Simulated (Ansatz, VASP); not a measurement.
One calculation of Zn, two programs

```xyz
2
Lattice="2.8902 0.0000 0.0000 -1.4451 2.5030 0.0000 0.0000 0.0000 4.6205" Properties=species:S:1:pos:R:3 pbc="T T T"
Zn    0.0000    1.6687    1.1551
Zn    1.4451    0.8343    3.4654
```

Alike in both runs: task single point; functional PBE; k mesh 18 × 18 × 10; occupations gaussian, width 0.1 eV; no spin polarisation.

```csv
,VASP,Ansatz
version,VASP 6.6.1,Ansatz 0.2.0
potentials or method,"VASP PAW PBE potentials, release 64 (Zn), cutoff 520 eV","scalar-relativistic, plane waves, PAW"
valence electrons in the cell,24,24
```

|  | VASP | Ansatz | Ansatz less VASP |
| --- | --- | --- | --- |
| gap on the k mesh at the Fermi level (eV) | none | none | - |
| pressure (GPa) | -5.7 | -5.9 | -0.19 |
| traceless stress, the component that is largest in VASP (GPa) | 0.10 | 0.09 | -0.005 |

A gap of «none» marks a metal or a gap that the smearing closes.
